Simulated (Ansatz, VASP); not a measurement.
# CaAlO4 in VASP and in Ansatz

File INCAR:

```
SYSTEM = CaAlO4
ALGO = Fast
EDIFF = 1E-6
EDIFFG = -0.04
ENCUT = 600
GGA = PE
IBRION = 2
ISIF = 3
ISMEAR = 0
ISPIN = 2
LASPH = .TRUE.
LCHARG = .FALSE.
LORBIT = 11
LREAL = .FALSE.
LWAVE = .FALSE.
MAGMOM = 0 0 1 1 1 1
NELM = 150
NSW = 90
PREC = Accurate
SIGMA = 0.1
```

The input KPOINTS:

```
k-points
0
G
  4 4 4
  0 0 0
```

File POSCAR:

```
CaAlO4
1.0
    4.3063790800      0.0000000000      0.0000000000
    0.0000000000      4.3063790800      0.0000000000
    0.0000000000      0.0000000000      4.3063790800
Ca Al O
1 1 4
Direct
    0.0000000000      0.0000000000      0.0000000000
    0.5000000000      0.5000000000      0.5000000000
    0.7495894800      0.7495894800      0.7495894800
    0.2504105200      0.2504105200      0.7495894800
    0.2504105200      0.7495894800      0.2504105200
    0.7495894800      0.2504105200      0.2504105200
```

Input for Ansatz:

```yaml
crystal:
  lattice:
    - [4.30637908, 0.0, 0.0]
    - [0.0, 4.30637908, 0.0]
    - [0.0, 0.0, 4.30637908]
  atoms:
    - { symbol: Ca, position: [0.0, 0.0, 0.0] }
    - { symbol: Al, position: [0.5, 0.5, 0.5] }
    - { symbol: O, position: [0.74958948, 0.74958948, 0.74958948], spin: 1.0 }
    - { symbol: O, position: [0.25041052, 0.25041052, 0.74958948], spin: 1.0 }
    - { symbol: O, position: [0.25041052, 0.74958948, 0.25041052], spin: 1.0 }
    - { symbol: O, position: [0.74958948, 0.25041052, 0.25041052], spin: 1.0 }
basis:
  ecutwfc: 420
kpoints:
  mp_grid: { grid: [4, 4, 4] }
hamiltonian:
  xc: pbe
scf:
  occupations: { method: gaussian, width: 0.1 }
  lower_state_search: "off"
output:
  forces: true
  stress: true
  eigenvalues: true
  populations: true
magnetization:
  spin_polarized: true
relax:
  adjacent_minimum: "off"
  f_tol: 0.04
  max_steps: 70
  cell: { stress_tol: 0.4 }
```

Alike in both runs: task relaxation of cell and atoms; functional PBE; k mesh 4 × 4 × 4; occupations gaussian, width 0.1 eV; collinear spin.

|  | VASP | Ansatz |
| --- | --- | --- |
| version | VASP 6.6.1 | Ansatz 0.2.0 |
| potentials or method | VASP PAW PBE potentials, release 64 (Ca_sv, Al, O), cutoff 600 eV | scalar-relativistic, plane waves, PAW |
| valence electrons in the cell | 37 | 37 |

|  | VASP | Ansatz | Ansatz less VASP |
| --- | --- | --- | --- |
| gap on the k mesh at the Fermi level, each at its own relaxed structure (eV) | none | none | - |
| net moment per atom (μB) | 0.50 | 0.50 | 0.000 |
| relaxed volume (Å³/atom) | 16.49 | 16.43 | -0.055 |
| relaxed length of the cell vector where the two differ most in proportion (Å) | 4.625 | 4.620 | -0.0051 |

A gap of «none» marks a metal or a gap that the smearing closes.

The k mesh is coarse, so the values compare programs but aren't converged. Noted on VASP's run: the volume moved by over 15 % at a fixed basis, so the end points are rough.
